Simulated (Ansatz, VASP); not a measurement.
# SnSe: VASP beside Ansatz

The input INCAR:

```
ALGO = Normal
EDIFF = 1E-8
ENCUT = 520
GGA = PE
ISIF = 2
ISMEAR = -1
LASPH = T
LCHARG = F
LEFG = T
LREAL = F
LWAVE = F
NBANDS = 17
NELM = 80
PREC = Accurate
SIGMA = 0.02
```

The input KPOINTS:

```
k-points
0
Gamma
  9 9 9
```

POSCAR

```
SnSe
1.0
    0.0000000000      3.0100000000      2.9799000000
    3.0100000000      0.0000000000      2.9799000000
    3.0100000000      3.0100000000      0.0000000000
Sn Se
1 1
Direct
    0.0000000000      0.0000000000      0.0000000000
    0.5000000000      0.5000000000      0.5000000000
```

Input for Ansatz:

```yaml
crystal:
  lattice:
    - [0.0, 3.01, 2.9799]
    - [3.01, 0.0, 2.9799]
    - [3.01, 3.01, 0.0]
  atoms:
    - { symbol: Sn, position: [0.0, 0.0, 0.0] }
    - { symbol: Se, position: [0.5, 0.5, 0.5] }
kpoints:
  mp_grid: { grid: [9, 9, 9] }
scf:
  occupations: { method: fermi_dirac, width: 0.02 }
hamiltonian:
  xc: pbe
  pseudopotentials: { kind: all_electron, datasets: crystal }
output:
  forces: true
  stress: true
  eigenvalues: true
  efg: { contact_densities: true }
```

Change from the starting cell: zz strain of -1 %, crystal datasets.

Alike in both runs: task electric field gradients; functional PBE; k mesh 9 × 9 × 9; occupations fermi-dirac, width 0.02 eV; no spin polarisation.

|  | VASP | Ansatz |
| --- | --- | --- |
| version | VASP 6.6.1 | Ansatz 0.2.0 |
| potentials or method | VASP PAW PBE potentials, release 64 (Sn_d, Se), cutoff 520 eV | all-electron PAW with datasets made for the crystal, scalar-relativistic |

Ansatz gave:

* pressure (GPa): 1.6
* traceless stress, the component that is largest in VASP (GPa): 0.87
* size of Vzz on the site where it differs most (V/Å²): 14.8

Problem. Which values does VASP return?

Solution. Pressure (GPa): 1.6; traceless stress, the component that is largest in VASP (GPa): 0.87; size of Vzz on the site where it differs most (V/Å²): 14.3.

Ansatz ran all-electron here, and VASP with PAW potentials.
